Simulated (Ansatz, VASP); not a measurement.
## SnTe: VASP beside Ansatz

```
Te Sn
1.0
     0.00000    3.58691    3.58691
     3.58691    0.00000    3.58691
     3.58691    3.58691    0.00000
Te Sn
1 1
Cartesian
  1.8010 1.8002 1.7862
  0.0118 -0.0192 0.0234
```

Change from the starting cell: volume scaled by 0.98.

Alike in both runs: task single point; functional PBE; dispersion D3(BJ); k mesh 5 × 5 × 5; occupations tetrahedron; non-collinear spin, spin-orbit coupling.

|  | VASP | Ansatz |
| --- | --- | --- |
| version | VASP 6.6.1 | Ansatz 0.2.0 |
| potentials or method | VASP PAW PBE potentials, release 64 (Te, Sn_d), cutoff 520 eV | all-electron LAPW, relativistic spinors |

|  | VASP | Ansatz | Ansatz less VASP |
| --- | --- | --- | --- |
| pressure (GPa) | -0.4 | -0.4 | 0.00 |
| traceless stress, the component that is largest in VASP (GPa) | 0.21 | 0.20 | -0.004 |
| rms of the force components (eV/Å) | 0.058 | 0.057 | -0.0006 |
| net moment per atom (μB) | 0.00 | 0.00 | 0.000 |

Atom by atom the forces differ by 0.001 eV/Å (rms over components). Ansatz ran all-electron here, and VASP with PAW potentials.
